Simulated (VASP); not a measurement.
V, 2 atoms in the cell. Symmetry: P6_3/mmc, No. 194, hexagonal system. Conventional cell: a = 2.531 Å, b = 2.531 Å, c = 4.561 Å, α = 90.00°, β = 90.00°, γ = 120.00°. Within 3.3 Å of V (site symmetry -6m2) lie 12 V at 2.53 to 2.71 Å.  This cell differs from its parent crystal: volume scaled by 0.95.

```yaml
Program: VASP 6.6.1
Task: single point
Functional: PBEsol
Potentials_or_basis: VASP PAW PBE potentials, release 64 (V_sv)
Cutoff: 520 eV
k_mesh: 16 × 16 × 9
Occupations: fermi-dirac, width 0.05 eV
Spin: no spin polarisation
Dipole_correction: no
Further_INCAR_settings: ALGO = Normal; EDIFF = 1e-07; NBANDS = 20
```

Potentials or basis: VASP PAW PBE potentials, release 64 (V_sv).

The run is started by

```bash
$ cat potpaw_PBE.64/V_sv/POTCAR > POTCAR
$ mpirun -np 1 vasp_std > vasp.out
```

Hardware: 1 thread of Intel(R) Xeon(R) Platinum 8488C (Sapphire Rapids) (shared host).

Task: Estimate the wall time of this run.

Result: Run time: 37 s on 1 thread of Intel(R) Xeon(R) Platinum 8488C (Sapphire Rapids), on a shared host, peak memory 0.18 GiB. Counts: scf iterations 13, k points 150.
